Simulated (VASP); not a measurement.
# HfB2 (P6/mmm) in VASP: notebook

HfB2 is run at these levels: PBEsol; tasks: single point.

Everything below comes from runs of VASP 6.6.1. Logs are shortened: lines on timing, memory, paths and dates and some standing lists are left out, and cuts for length are marked.

### 1 The cell of the first run

It takes space group P6/mmm (No. 191, hexagonal). The conventional cell has a = 3.011 Å, b = 3.011 Å, c = 3.295 Å, α = 90.00°, β = 90.00°, γ = 120.00°. Within 3.2 Å of Hf (site symmetry 6/mmm) lie 12 B at 2.39 Å and 6 Hf at 3.01 Å. B (site symmetry -6m2) has 3 B at 1.74 Å within 2.3 Å.

### 2 Single point, PBEsol

File INCAR:

```
PREC     = Accurate       # precision mode
ENCUT    = 520            # plane-wave cutoff, eV
EDIFF    = 1E-6           # SCF threshold, eV
ISMEAR   = -1             # smearing method
SIGMA    = 0.05           # smearing width, eV
LREAL    = False          # projectors in reciprocal space
LASPH    = True           # aspherical terms in the spheres
NELM     = 60             # most SCF steps
ALGO     = Normal         # electronic algorithm
ISIF     = 2              # what is computed and relaxed
LWAVE    = False          # write WAVECAR
LCHARG   = False          # write CHGCAR
GGA      = PS             # functional
NBANDS   = 15             # bands
```

File KPOINTS:

```
Automatic mesh
0
Gamma
  12 12 9
```

File POSCAR:

```
HfB2
1.0
    3.0106452341      0.0000000000      0.0000000000
   -1.5053226171      2.6072952546      0.0000000000
    0.0000000000      0.0000000000      3.2946902081
Hf B
1 2
Direct
    0.0000000000      0.0000000000      0.0000000000
    0.3333333333      0.6666666667      0.5000000000
    0.6666666667      0.3333333333      0.5000000000
```

Potentials or basis: VASP PAW PBE potentials, release 64 (Hf_pv, B).

Command:

```sh
cat potpaw_PBE.64/Hf_pv/POTCAR potpaw_PBE.64/B/POTCAR > POTCAR
mpirun -np 1 vasp_std > vasp.out
```

OUTCAR:

```text
PREC = Accurate
   ENCUT = 520
   EDIFF = 1E-6
   ISMEAR = -1
   LREAL = False
   LASPH = True
   NELM = 60
   ISIF = 2
   GGA = PS

 ion  position               nearest neighbor table
   1  0.000  0.000  0.000-   2 2.39   3 2.39   2 2.39   3 2.39   3 2.39   3 2.39   2 2.39   2 2.39
                             3 2.39   3 2.39   2 2.39   2 2.39
   2  0.333  0.667  0.500-   3 1.74   3 1.74   3 1.74   1 2.39   1 2.39   1 2.39   1 2.39   1 2.39
                             1 2.39
   3  0.667  0.333  0.500-   2 1.74   2 1.74   2 1.74   1 2.39   1 2.39   1 2.39   1 2.39   1 2.39
                             1 2.39

  LATTYP: Found a hexagonal cell.
 ALAT       =     3.0106452341
 C/A-ratio  =     1.0943468765

  Lattice vectors:

 A1 = (   3.0106452341,   0.0000000000,   0.0000000000)
 A2 = (  -1.5053226171,   2.6072952546,   0.0000000000)
 A3 = (   0.0000000000,   0.0000000000,   3.2946902081)

Analysis of symmetry for initial positions (statically):
=====================================================================
 Subroutine PRICEL returns:
 Original cell was already a primitive cell.

 Routine SETGRP: Setting up the symmetry group for a
 hexagonal supercell.

 Subroutine GETGRP returns: Found 24 space group operations
 (whereof 24 operations were pure point group operations)
 out of a pool of 24 trial point group operations.

The static configuration has the point symmetry D_6h.

Analysis of symmetry for dynamics (positions and initial velocities):
=====================================================================
 Subroutine PRICEL returns:
 Original cell was already a primitive cell.

 Routine SETGRP: Setting up the symmetry group for a
 hexagonal supercell.

 Subroutine GETGRP returns: Found 24 space group operations
 (whereof 24 operations were pure point group operations)
 out of a pool of 24 trial point group operations.

The dynamic configuration has the point symmetry D_6h.

 Subroutine INISYM returns: Found 24 space group operations
 (whereof 24 operations are pure point group operations),
 and found     1 'primitive' translations

----------------------------------------------------------------------------------------

                                     Primitive cell

  volume of cell :      25.8621

  direct lattice vectors                    reciprocal lattice vectors
     3.010645234  0.000000000  0.000000000     0.332154712  0.191769612  0.000000000
    -1.505322617  2.607295255  0.000000000     0.000000000  0.383539225  0.000000000
[... 93 lines left out ...]
   ISIF   =      2    stress and relaxation
   ISYM   =      2    0-nonsym 1-usesym 2-fastsym
   POTIM  = 0.5000    time-step for ionic-motion
   TEBEG  =    0.0;   TEEND  =   0.0 temperature during run
   PSTRESS=    0.0 pullay stress
   NELECT =      16.0000    total number of electrons
   NUPDOWN=      -1.0000    fix difference up-down
   EMIN   =  10.00;   EMAX   =-10.00  energy-range for DOS
   EFERMI =   0.00;   METHOD = LEGACY
   ISMEAR =    -1;   SIGMA  =   0.05  broadening in eV -4-tet -1-fermi 0-gaus
   EFERMI_NEDOS =   21; number of points for ismear=-14 and -15
   IALGO  =     38    algorithm
   IMIX   =      4    mixing-type and parameters
     AMIX     =   0.40;   BMIX     =  1.00
     AMIX_MAG =   1.60;   BMIX_MAG =  1.00
  volume/ion in A,a.u.               =       8.62        58.18
  Fermi-wavevector in a.u.,A,eV,Ry     =   1.394954  2.636082 26.475549  1.945898
  Thomas-Fermi vector in A             =   2.518453
   LORBIT       =      0    0 simple, 1 ext, 2 COOP (PROOUT), +10 PAW based schemes
   GGA     = PS    functional components
   LHFCALC =     F    Hartree Fock is set to
   AEXX    =    0.0000 exact exchange contribution
   IVDW    =     0    specifies the selected vdW correction
   LEPSILON=     F    determine dielectric tensor
   LRPA    =     F    only Hartree local field effects (RPA)
 non-spin polarized calculation
  energy-cutoff  :      520.00
  volume of cell :       25.86
 maximum number of plane-waves:       714
 NGX is ok and might be reduce to    24
   NGX = 11   NGY = 11   NGZ = 13

 number of electron      16.0000000 magnetization

 Free energy of the ion-electron system (eV)
  ---------------------------------------------------
  ext. energy  EPLUGINS =         0.00000000
  ---------------------------------------------------
  free energy    TOTEN  =       -27.48450367 eV

  energy without entropy =      -27.48274328  energy(sigma->0) =      -27.48362348

 E-fermi :   8.7820     XC(G=0): -13.3459

 val. band max:        8.7771064578   @ k =   0.1667   0.1667   0.1111
 cond. band min:       8.8668373416   @ k =   0.1667   0.1667   0.2222
 fundamental gap:      0.0897308838
 Fermi energy:         8.7819964551

 k-point     1 :       0.0000    0.0000    0.0000
  band No.  band energies     occupation
      1     -21.4621      2.00000
      2     -20.7694      2.00000
      3     -20.7694      2.00000
      4      -5.8081      2.00000
      5       5.3087      2.00000
      6       5.3836      2.00000
      7       5.3836      2.00000
      8       6.1521      2.00000
      9      13.3970      0.00000
     10      13.3970      0.00000
     11      14.2286      0.00000
     12      14.2286      0.00000
     13      14.2585      0.00000
     14      14.2585      0.00000
[... 401 lines left out ...]
      2     -21.3520      2.00000
      3     -20.9714      2.00000
      4      -3.2983      2.00000
      5       1.3735      2.00000
      6       4.5917      2.00000
      7       5.0319      2.00000
      8       5.8903      2.00000
      9      11.2427      0.00000
     10      12.1814      0.00000
     11      12.9436      0.00000
     12      14.4620      0.00000
     13      16.9236      0.00000
     14      18.4823      0.00000
     15      21.4079      0.00000

 [... further k-points ...]
[... 5 lines left out ...]
  --------------------------------------------------------------------------------------
  -------------------------------------------------------------------------------------
  Total        6.5111687      6.5111687      6.6721218     -0.0000000      0.0000000      0.0000000
  in kB      403.3714406    403.3714407    413.3425970     -0.0000000      0.0000000      0.0000000
  external PRESSURE =     406.6951594 kB  Pullay stress =       0.0000000 kB

 VOLUME and BASIS-vectors are now :
 -----------------------------------------------------------------------------
  energy-cutoff  :      520.00
  volume of cell :       25.86
      direct lattice vectors                 reciprocal lattice vectors
     3.010645234  0.000000000  0.000000000     0.332154712  0.191769612  0.000000000
    -1.505322617  2.607295255  0.000000000     0.000000000  0.383539225  0.000000000
     0.000000000  0.000000000  3.294690208     0.000000000  0.000000000  0.303518673

 POSITION                                       TOTAL-FORCE (eV/Angst)
 -----------------------------------------------------------------------------------
      0.00000      0.00000      0.00000         0.000000      0.000000      0.000000
     -0.00000      1.73820      1.64735         0.000000      0.000000      0.000000
      1.50532      0.86910      1.64735        -0.000000      0.000000      0.000000
 -----------------------------------------------------------------------------------
    total drift:                               -0.000000      0.000000      0.000000

  FREE ENERGIE OF THE ION-ELECTRON SYSTEM (eV)
  ---------------------------------------------------
  free  energy   TOTEN  =       -27.4845036661 eV

  energy  without entropy=      -27.4827432847  energy(sigma->0) =      -27.48362348
```

OSZICAR:

```text
N       E                     dE             d eps       ncg     rms          rms(c)
DAV:   1     0.301683304402E+02    0.30168E+02   -0.81239E+03  2850   0.103E+03
DAV:   2    -0.284104378198E+02   -0.58579E+02   -0.54806E+02  3727   0.229E+02
DAV:   3    -0.298584301133E+02   -0.14480E+01   -0.14426E+01  3641   0.271E+01
DAV:   4    -0.298629974485E+02   -0.45673E-02   -0.45666E-02  3417   0.185E+00
DAV:   5    -0.298630176284E+02   -0.20180E-04   -0.20179E-04  3683   0.112E-01    0.681E+01
DAV:   6    -0.276393702661E+02    0.22236E+01   -0.25206E+00  3417   0.124E+01    0.484E+01
DAV:   7    -0.275953169071E+02    0.44053E-01   -0.11386E+00  3655   0.828E+00    0.102E+01
DAV:   8    -0.274887759209E+02    0.10654E+00   -0.35010E-01  3403   0.479E+00    0.138E+00
DAV:   9    -0.274847505243E+02    0.40254E-02   -0.24532E-02  3333   0.132E+00    0.326E-01
DAV:  10    -0.274844997402E+02    0.25078E-03   -0.89984E-04  3648   0.269E-01    0.231E-01
DAV:  11    -0.274845049309E+02   -0.51907E-05   -0.51468E-05  3319   0.546E-02    0.579E-02
DAV:  12    -0.274845035238E+02    0.14071E-05   -0.30341E-06  3529   0.142E-02    0.296E-02
DAV:  13    -0.274845036661E+02   -0.14238E-06   -0.11379E-07  1768   0.296E-03
   1 F= -.27484504E+02 E0= -.27483623E+02  d E =-.176038E-02
```

Wall time 13 s (1 thread of Intel Xeon 6975P-C (Granite Rapids), shared host); peak memory 0.16 GiB.

Results:

```yaml
Free_energy: -27.4845 eV
Pressure: 40.7 GPa
Band_gap_on_the_k_mesh: zero (band 8 reaches 9.43 eV, above the bottom of band 9 at 8.10 eV)
```

Stress tensor (GPa, compression positive):
```
40.34  0.00  0.00
 0.00 40.34  0.00
 0.00  0.00 41.33
```

Caveat: the PAW data sets were made with another functional, which shifts forces and pressure a little; spin-orbit coupling is left out, which moves the levels of the heavy elements.

### 3 Single point, PBEsol

This run uses another cell than the first one, of 8.85 Å³/atom, 1.026 times its volume.

File INCAR:

```
PREC = Accurate ; ENCUT = 520
EDIFF = 1E-6 ; ISMEAR = -1
SIGMA = 0.05 ; LREAL = False
LASPH = True ; NELM = 80
ALGO = Normal ; ISIF = 2
LWAVE = False ; LCHARG = False
GGA = PS ; NBANDS = 15
```

KPOINTS is that of step 2.

File POSCAR:

```
HfB2
1.0
    3.0351142505      0.0000000000      0.0000000000
   -1.5175571252      2.6284860443      0.0000000000
    0.0000000000      0.0000000000      3.3262108706
Hf B
1 2
Direct
    0.0000000000      0.0000000000      0.0000000000
    0.3333333333      0.6666666667      0.5000000000
    0.6666666667      0.3333333333      0.5000000000
```

Potentials or basis: VASP PAW PBE potentials, release 64 (Hf_pv, B).

Command:

```sh
cat potpaw_PBE.64/Hf_pv/POTCAR potpaw_PBE.64/B/POTCAR > POTCAR
mpirun -np 1 vasp_std > vasp.out
```

Wall time 13 s (1 thread of Intel Xeon 6975P-C (Granite Rapids), shared host); peak memory 0.16 GiB.

The run converged. Its results:

| Property | Result |
| --- | --- |
| Free energy | -27.6341 eV |
| Pressure | 30.5 GPa |
| Band gap on the k mesh | zero (band 8 reaches 9.22 eV, above the bottom of band 9 at 7.89 eV) |

Stress tensor (GPa, compression positive):
```
30.19  0.00  0.00
 0.00 30.19  0.00
 0.00  0.00 31.00
```

Levels at points of the mesh, in eV from the Fermi level:
```
           k point  band 6  band 7  band 8  band 9  band 10  band 11
(0.00, 0.00, 0.00)   -3.33   -3.33   -2.67    4.47     4.47     5.31
(0.50, 0.00, 0.00)   -4.57   -3.66   -3.37    2.35     2.97     6.33
```

Caveat: the PAW data sets were made with another functional, which shifts forces and pressure a little; spin-orbit coupling is left out, which moves the levels of the heavy elements.
